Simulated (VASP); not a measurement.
# Rb (P6_3/mmc) in VASP: a series of runs

Rb is run at these levels: revPBE; tasks: single point, relaxation of cell and atoms.

All numbers are computed with VASP 6.6.1; they aren't measurements. Logs are shortened: lines on timing, memory, paths and dates and some standing lists are left out, and cuts for length are marked.

### Step 1. The cell of the first run

It takes space group P6_3/mmc (No. 194, hexagonal). The conventional cell has a = 5.185 Å, b = 5.185 Å, c = 8.550 Å, α = 90.00°, β = 90.00°, γ = 120.00°.

This isn't the form of Rb at room conditions, which is bcc.

### Step 2. Single point, revPBE (99.51 Å³/atom)

Contents of INCAR:

```
SYSTEM = Rb
PREC     = Accurate       ! precision mode
ENCUT    = 520            ! plane-wave cutoff, eV
EDIFF    = 1E-6           ! SCF threshold, eV
ISMEAR   = -1             ! smearing method
SIGMA    = 0.1            ! smearing width, eV
LREAL    = .False.        ! projectors in reciprocal space
LASPH    = .True.         ! aspherical terms in the spheres
NELM     = 100            ! most SCF steps
ALGO     = Normal         ! electronic algorithm
ISIF     = 2              ! what is computed and relaxed
LWAVE    = .False.        ! write WAVECAR
LCHARG   = .True.         ! write CHGCAR
GGA      = RE             ! functional
LELF     = .True.         ! ELF
LVHAR    = .True.       
NBANDS   = 16             ! bands
```

Contents of KPOINTS:

```
regular mesh
0
Gamma
  8 8 4
  0 0 0
```

Contents of POSCAR:

```
Rb
1.0
    5.1845217471      0.0000000000      0.0000000000
   -2.5922608735      4.4899275394      0.0000000000
    0.0000000000      0.0000000000      8.5498784101
Rb
2
Direct
    0.3333333333      0.6666666667      0.2500000000
    0.6666666667      0.3333333333      0.7500000000
```

Potentials or basis: VASP PAW PBE potentials, release 64 (Rb_sv).

On the command line:

```
$ cat potpaw_PBE.64/Rb_sv/POTCAR > POTCAR
$ mpirun -np 1 vasp_std > vasp.out
```

OUTCAR:

```text
SYSTEM = Rb
   PREC = Accurate
   ENCUT = 520
   EDIFF = 1E-6
   ISMEAR = -1
   LREAL = .False.
   LASPH = .True.
   NELM = 100
   ISIF = 2
   GGA = RE

 ion  position               nearest neighbor table
   1  0.333  0.667  0.250-   2 5.22   2 5.22   2 5.22   2 5.22   2 5.22   2 5.22
   2  0.667  0.333  0.750-   1 5.22   1 5.22   1 5.22   1 5.22   1 5.22   1 5.22

  LATTYP: Found a hexagonal cell.
 ALAT       =     5.1845217471
 C/A-ratio  =     1.6491161243

  Lattice vectors:

 A1 = (   5.1845217471,   0.0000000000,   0.0000000000)
 A2 = (  -2.5922608735,   4.4899275394,   0.0000000000)
 A3 = (   0.0000000000,   0.0000000000,   8.5498784101)

Analysis of symmetry for initial positions (statically):
=====================================================================
 Subroutine PRICEL returns:
 Original cell was already a primitive cell.

 Routine SETGRP: Setting up the symmetry group for a
 hexagonal supercell.

 Subroutine GETGRP returns: Found 24 space group operations
 (whereof 12 operations were pure point group operations)
 out of a pool of 24 trial point group operations.

The static configuration has the point symmetry D_3d.
 The point group associated with its full space group is D_6h.

Analysis of symmetry for dynamics (positions and initial velocities):
=====================================================================
 Subroutine PRICEL returns:
 Original cell was already a primitive cell.

 Routine SETGRP: Setting up the symmetry group for a
 hexagonal supercell.

 Subroutine GETGRP returns: Found 24 space group operations
 (whereof 12 operations were pure point group operations)
 out of a pool of 24 trial point group operations.

The dynamic configuration has the point symmetry D_3d.
 The point group associated with its full space group is D_6h.

 Subroutine INISYM returns: Found 24 space group operations
 (whereof 12 operations are pure point group operations),
 and found     1 'primitive' translations

----------------------------------------------------------------------------------------

                                     Primitive cell

  volume of cell :     199.0252

  direct lattice vectors                    reciprocal lattice vectors
     5.184521747  0.000000000  0.000000000     0.192881822  0.111360372  0.000000000
    -2.592260873  4.489927539  0.000000000     0.000000000  0.222720744  0.000000000
     0.000000000  0.000000000  8.549878410     0.000000000  0.000000000  0.116960728

  length of vectors
     5.184521747  5.184521747  8.549878410     0.222720744  0.222720744  0.116960728

  position of ions in fractional coordinates (direct lattice)
     0.333333333  0.666666667  0.250000000
     0.666666667  0.333333333  0.750000000

  ion indices of the primitive-cell ions
   primitive index   ion index
                 1           1
                 2           2

----------------------------------------------------------------------------------------

 KPOINTS: regular mesh

Automatic generation of k-mesh.
 Grid dimensions read from file:
 generate k-points for:    8    8    4

 Generating k-lattice:

  Cartesian coordinates                     Fractional coordinates (reciprocal lattice)
     0.024110228  0.013920046  0.000000000     0.125000000  0.000000000  0.000000000
     0.000000000  0.027840093  0.000000000     0.000000000  0.125000000  0.000000000
     0.000000000  0.000000000  0.029240182     0.000000000  0.000000000  0.250000000

  Length of vectors
     0.027840093  0.027840093  0.029240182

  Shift w.r.t. Gamma in fractional coordinates (k-lattice)
     0.000000000  0.000000000  0.000000000

 Subroutine IBZKPT returns following result:
 ===========================================

 Found     30 irreducible k-points:

 Following reciprocal coordinates:
            Coordinates               Weight
  0.000000  0.000000  0.000000      1.000000
  0.125000  0.000000  0.000000      6.000000
  0.250000  0.000000  0.000000      6.000000
  0.375000  0.000000  0.000000      6.000000
  0.500000  0.000000  0.000000      3.000000
  0.125000  0.125000  0.000000      6.000000
[... 16 lines left out ...]
  0.250000  0.000000  0.500000      6.000000
  0.375000  0.000000  0.500000      6.000000
 [... further k-points ...]
   k-points           NKPTS =     30   k-points in BZ     NKDIM =     30   number of bands    NBANDS=     16
   number of dos      NEDOS =    301   number of ions     NIONS =      2
   total plane-waves  NPLWV = 102400
   dimension x,y,z NGX =    40 NGY =   40 NGZ =   64
   dimension x,y,z NGXF=    80 NGYF=   80 NGZF=  128
   ions per type =               2
   NGX,Y,Z   is equivalent  to a cutoff of  12.83, 12.83, 12.44 a.u.
   NGXF,Y,Z  is equivalent  to a cutoff of  25.65, 25.65, 24.89 a.u.
 SYSTEM =  Rb
   PREC   = accura    normal or accurate (medium, high low for compatibility)
   ISTART =      0    job   : 0-new  1-cont  2-samecut
   ICHARG =      2    charge: 1-file 2-atom 10-const
   ISPIN  =      1    spin polarized calculation?
   LNONCOLLINEAR =      F non collinear calculations
   LSORBIT =      F    spin-orbit coupling
   LASPH  =      T    aspherical Exc in radial PAW
   ENCUT  =  520.0 eV  38.22 Ry    6.18 a.u.   9.64  9.64 15.90*2*pi/ulx,y,z
   NELM   =    100;   NELMIN=  2; NELMDL= -5     # of ELM steps
   EDIFF  = 0.1E-05   stopping-criterion for ELM
   LREAL  =      F    real-space projection
   EDIFFG = 0.1E-04   stopping-criterion for IOM
   NSW    =      0    number of steps for IOM
   IBRION =     -1    ionic relax: 0-MD 1-quasi-New 2-CG
   NFREE  =      0    steps in history (QN), initial steepest desc. (CG)
   ISIF   =      2    stress and relaxation
   ISYM   =      2    0-nonsym 1-usesym 2-fastsym
   POTIM  = 0.5000    time-step for ionic-motion
   TEBEG  =    0.0;   TEEND  =   0.0 temperature during run
   PSTRESS=    0.0 pullay stress
   NELECT =      18.0000    total number of electrons
   NUPDOWN=      -1.0000    fix difference up-down
   EMIN   =  10.00;   EMAX   =-10.00  energy-range for DOS
   EFERMI =   0.00;   METHOD = LEGACY
   ISMEAR =    -1;   SIGMA  =   0.10  broadening in eV -4-tet -1-fermi 0-gaus
   EFERMI_NEDOS =   21; number of points for ismear=-14 and -15
   IALGO  =     38    algorithm
   IMIX   =      4    mixing-type and parameters
     AMIX     =   0.40;   BMIX     =  1.00
     AMIX_MAG =   1.60;   BMIX_MAG =  1.00
  volume/ion in A,a.u.               =      99.51       671.54
  Fermi-wavevector in a.u.,A,eV,Ry     =   0.734846  1.388658  7.347128  0.539999
  Thomas-Fermi vector in A             =   1.827898
   LORBIT       =      0    0 simple, 1 ext, 2 COOP (PROOUT), +10 PAW based schemes
   GGA     = RE    functional components
   LHFCALC =     F    Hartree Fock is set to
   AEXX    =    0.0000 exact exchange contribution
   IVDW    =     0    specifies the selected vdW correction
   LEPSILON=     F    determine dielectric tensor
   LRPA    =     F    only Hartree local field effects (RPA)
 non-spin polarized calculation
  energy-cutoff  :      520.00
  volume of cell :      199.03
 maximum number of plane-waves:      5420
 NGX is ok and might be reduce to    40
   NGX = 19   NGY = 19   NGZ = 31

 number of electron      18.0000000 magnetization

 Free energy of the ion-electron system (eV)
  ---------------------------------------------------
  ext. energy  EPLUGINS =         0.00000000
  ---------------------------------------------------
  free energy    TOTEN  =        -1.70111573 eV

  energy without entropy =       -1.64074446  energy(sigma->0) =       -1.67093010

 E-fermi :  -0.0880     XC(G=0):  -5.1436

 val. band max:       -0.1161842361   @ k =   0.3750   0.1250   0.2500
 cond. band min:      -0.0044191035   @ k =   0.5000   0.0000   0.0000
 fundamental gap:      0.1117651326
 Fermi energy:        -0.0880350537

 k-point     1 :       0.0000    0.0000    0.0000
  band No.  band energies     occupation
      1     -29.0673      2.00000
      2     -29.0651      2.00000
      3     -13.1892      2.00000
      4     -13.1336      2.00000
      5     -13.1336      2.00000
      6     -13.1247      2.00000
[... 8 lines left out ...]
     15       3.7427      0.00000
     16       3.7427      0.00000

 k-point     2 :       0.1250    0.0000    0.0000
  band No.  band energies     occupation
      1     -29.0670      2.00000
      2     -29.0649      2.00000
      3     -13.1860      2.00000
      4     -13.1412      2.00000
      5     -13.1360      2.00000
      6     -13.1326      2.00000
[... 8 lines left out ...]
     15       3.6538      0.00000
     16       3.7732      0.00000

 k-point     3 :       0.2500    0.0000    0.0000
  band No.  band energies     occupation
      1     -29.0662      2.00000
      2     -29.0645      2.00000
      3     -13.1774      2.00000
      4     -13.1598      2.00000
      5     -13.1512      2.00000
      6     -13.1415      2.00000
[... 8 lines left out ...]
     15       3.6323      0.00000
     16       3.6962      0.00000

 k-point     4 :       0.3750    0.0000    0.0000
  band No.  band energies     occupation
      1     -29.0653      2.00000
      2     -29.0642      2.00000
      3     -13.1785      2.00000
      4     -13.1692      2.00000
      5     -13.1666      2.00000
      6     -13.1469      2.00000
[... 8 lines left out ...]
     15       3.3818      0.00000
     16       4.0101      0.00000
[... 324 lines left out ...]
 k-point    22 :       0.1250    0.0000    0.5000
  band No.  band energies     occupation
      1     -29.0659      2.00000
      2     -29.0659      2.00000
      3     -13.1583      2.00000
      4     -13.1583      2.00000
      5     -13.1347      2.00000
      6     -13.1347      2.00000
[... 8 lines left out ...]
     15       3.4783      0.00000
     16       3.4783      0.00000

 k-point    23 :       0.2500    0.0000    0.5000
  band No.  band energies     occupation
      1     -29.0654      2.00000
      2     -29.0654      2.00000
      3     -13.1670      2.00000
      4     -13.1670      2.00000
      5     -13.1419      2.00000
      6     -13.1419      2.00000
[... 8 lines left out ...]
     15       3.6034      0.00000
     16       3.6034      0.00000

 k-point    24 :       0.3750    0.0000    0.5000
  band No.  band energies     occupation
      1     -29.0648      2.00000
      2     -29.0648      2.00000
      3     -13.1821      2.00000
      4     -13.1821      2.00000
      5     -13.1426      2.00000
      6     -13.1426      2.00000
[... 8 lines left out ...]
     15       3.6458      0.00000
     16       3.6458      0.00000

 [... further k-points ...]

------------------------ aborting loop because EDIFF is reached ----------------------------------------

  FORCE on cell =-STRESS in cart. coord.  units (eV):
  Direction    XX          YY          ZZ          XY          YZ          ZX
  --------------------------------------------------------------------------------------
  -------------------------------------------------------------------------------------
  Total        0.0372879      0.0372879     -0.0271303      0.0000000     -0.0000000      0.0000000
  in kB        0.3001719      0.3001719     -0.2184020      0.0000000     -0.0000000      0.0000000
  external PRESSURE =       0.1273140 kB  Pullay stress =       0.0000000 kB

 VOLUME and BASIS-vectors are now :
 -----------------------------------------------------------------------------
  energy-cutoff  :      520.00
  volume of cell :      199.03
      direct lattice vectors                 reciprocal lattice vectors
     5.184521747  0.000000000  0.000000000     0.192881822  0.111360372  0.000000000
    -2.592260873  4.489927539  0.000000000     0.000000000  0.222720744  0.000000000
     0.000000000  0.000000000  8.549878410     0.000000000  0.000000000  0.116960728

 POSITION                                       TOTAL-FORCE (eV/Angst)
 -----------------------------------------------------------------------------------
     -0.00000      2.99329      2.13747         0.000000     -0.000000      0.000000
      2.59226      1.49664      6.41241        -0.000000      0.000000      0.000000
 -----------------------------------------------------------------------------------
    total drift:                               -0.000000      0.000000     -0.000000

  FREE ENERGIE OF THE ION-ELECTRON SYSTEM (eV)
  ---------------------------------------------------
  free  energy   TOTEN  =        -1.7011157316 eV

  energy  without entropy=       -1.6407444602  energy(sigma->0) =       -1.67093010
```

Wall time 40 s (1 thread of Intel Xeon 6975P-C (Granite Rapids), shared host); peak memory 0.32 GiB.

Results:

- Free energy: -1.7011 eV
- Pressure: 0.0 GPa
- Band gap on the k mesh: zero (bands 9 and 10 overlap by 2.08 eV)

Caveat: the PAW data sets were made with another functional, which shifts forces and pressure a little.

(Part 1 of 2 ends here.)
